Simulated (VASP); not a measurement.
Write the native input for VASP 6.6.1 that does the following.

```yaml
Task: single point
Functional: r2SCAN
Potentials_or_basis: VASP PAW PBE potentials, release 64 (C)
Cutoff: 520 eV
k_mesh: 10 × 10 × 10
Occupations: gaussian, width 0.1 eV
Spin: no spin polarisation
Dipole_correction: no
Further_INCAR_settings: ALGO = Normal; EDIFF = 1e-06; NBANDS = 8
```

Crystal: C.

```
C
1.0
    -1.23094    1.23094    1.87269
     1.23094   -1.23094    1.87269
     1.23094    1.23094   -1.87269
C
1
Direct
  0.00000 0.00000 0.00000
```

These files were run (other wordings do the same):

POSCAR

```
C
1.0
   -1.2309364123      1.2309364123      1.8726901807
    1.2309364123     -1.2309364123      1.8726901807
    1.2309364123      1.2309364123     -1.8726901807
C
1
Direct
    0.0000000000      0.0000000000      0.0000000000
```

INCAR.step1

```
SYSTEM = C
PREC = Accurate
ENCUT = 520
ISMEAR = 0
SIGMA = 0.1
LREAL = .False.
LASPH = .True.
NELM = 100
NBANDS = 8
GGA = PE
ALGO = Normal
EDIFF = 1E-4
LWAVE = .True.
LCHARG = .False.
```

INCAR.step2

```
SYSTEM = C
PREC = Accurate
ENCUT = 520
EDIFF = 1E-6
ISMEAR = 0
SIGMA = 0.1
LREAL = .False.
LASPH = .True.
NELM = 100
ALGO = Normal
ISIF = 2
LWAVE = .False.
LCHARG = .False.
METAGGA = R2SCAN
LMIXTAU = .True.
NBANDS = 8
ISTART = 1
```

KPOINTS

```
regular mesh
0
Gamma
  10 10 10
  0 0 0
```

Potentials or basis: VASP PAW PBE potentials, release 64 (C).

The run is started by

```console
$ cat potpaw_PBE.64/C/POTCAR > POTCAR
$ cp INCAR.step1 INCAR
$ mpirun -np 1 vasp_std > vasp.out
$ cp INCAR.step2 INCAR
$ mpirun -np 1 vasp_std > vasp.out
```

Results of the run:

| Quantity | Value |
| --- | --- |
| Pressure | -30.2 GPa |
| Band gap on the k mesh | zero (band 2 reaches 8.04 eV, above the bottom of band 3 at 0.57 eV) |

Caveat: the k points lie up to 0.36 Å⁻¹ apart; the PAW data sets were made with another functional, which shifts forces and pressure a little.

Wall time 69 s on 1 thread of AMD EPYC 7R13, with other jobs on the host, peak memory 0.09 GiB.
